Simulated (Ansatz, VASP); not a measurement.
**One calculation of GaN, two programs**

The input INCAR:

```
SYSTEM = GaN
ALGO = Normal
EDIFF = 1E-7
EDIFFG = -0.002
ENCUT = 520
IBRION = 2
ISIF = 2
ISMEAR = 0
LASPH = .TRUE.
LCHARG = .FALSE.
LREAL = .FALSE.
LWAVE = .FALSE.
NELM = 100
NSW = 50
PREC = Accurate
SIGMA = 0.01
```

Contents of KPOINTS:

```
k-points
0
G
  8 8 4
  0 0 0
```

Contents of POSCAR:

```
GaN
1.0
    3.1675736402      0.0000000000      0.0000000000
   -1.5837868201      2.7431992407      0.0000000000
    0.0000000000      0.0000000000      5.1640897249
Ga N
2 2
Direct
    0.3333333333      0.6666666667     -0.0007042255
    0.6666666667      0.3333333333      0.4992957745
    0.3333333333      0.6666666667      0.3757042255
    0.6666666667      0.3333333333      0.8757042255
```

Input for Ansatz:

```yaml
crystal:
  lattice:
    - [3.16757364017, 0.0, 0.0]
    - [-1.58378682008, 2.74319924074, 0.0]
    - [0.0, 0.0, 5.16408972487]
  atoms:
    - { symbol: Ga, position: [0.333333333333, 0.666666666667, -0.000704225452] }
    - { symbol: Ga, position: [0.666666666667, 0.333333333333, 0.499295774548] }
    - { symbol: "N", position: [0.333333333333, 0.666666666667, 0.375704225452] }
    - { symbol: "N", position: [0.666666666667, 0.333333333333, 0.875704225452] }
kpoints:
  mp_grid: { grid: [8, 8, 4] }
scf:
  occupations: { method: fixed }
  convergence: { dr2_threshold: 1.0e-10 }
hamiltonian:
  xc: lda
  pseudopotentials: { kind: all_electron, lapw: { basis_error: 0.0005 } }
output:
  forces: true
  stress: true
  eigenstates:
    kpoints:
      - [0.0, 0.0, 0.0]
      - [0.0, 0.0, -0.5]
      - [-0.5, 0.0, 0.0]
      - [-0.5, 0.5, 0.0]
      - [0.0, -0.5, 0.0]
      - [-0.5, 0.0, -0.5]
      - [-0.5, 0.5, -0.5]
      - [0.0, -0.5, -0.5]
relax:
  f_tol: 0.002
  max_steps: 30
```

Alike in both runs: task relaxation of the atoms; functional LDA; k mesh 8 × 8 × 4; no spin polarisation.

```csv
,VASP,Ansatz
version,VASP 6.6.1,Ansatz 0.2.0
potentials or method,"VASP PAW LDA potentials, release 64 (Ga_d, N), cutoff 520 eV","all-electron LAPW, scalar-relativistic"
occupations,"gaussian, width 0.01 eV",fixed
```

VASP gave:

| Quantity | Value |
| --- | --- |
| gap on the k mesh at the Fermi level, each at its own relaxed structure (eV) | 2.04 |

Problem. What did Ansatz give for the same quantities?

Solution. gap on the k mesh at the Fermi level, each at its own relaxed structure (eV): 2.03.

LDA's correlation is that of Perdew and Zunger in VASP and of Perdew and Wang (1992) in Ansatz. Ansatz ran all-electron here, and VASP with PAW potentials.

Noted on VASP's run: the relaxation stopped at its first step, so nothing moved.
